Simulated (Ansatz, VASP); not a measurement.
## CaO: VASP beside Ansatz

```
CELL_PARAMETERS angstrom
0.00000 2.42232 2.42232
2.42232 0.00000 2.42232
2.42232 2.42232 0.00000
ATOMIC_POSITIONS crystal
Ca 0.00000 0.00000 0.00000
O 0.50000 0.50000 0.50000
```

Alike in both runs: task single point; functional LDA; k mesh 8 × 8 × 8; occupations gaussian, width 0.02 eV; no spin polarisation.

```csv
,VASP,Ansatz
version,VASP 6.6.1,Ansatz 0.2.0
potentials or method,"VASP PAW LDA potentials, release 64 (Ca_sv, O), cutoff 600 eV","scalar-relativistic, plane waves, PAW"
valence electrons in the cell,16,16
```

```csv
,VASP,Ansatz,Ansatz less VASP
gap on the k mesh at the Fermi level (eV),3.47,3.49,+0.024
least direct gap on the mesh (eV),3.85,3.88,+0.025
pressure (GPa),-8.6,-9.2,-0.62
```

Ansatz warns that its potentials were made for another functional, while VASP's fit it. LDA's correlation is that of Perdew and Zunger in VASP and of Perdew and Wang (1992) in Ansatz.
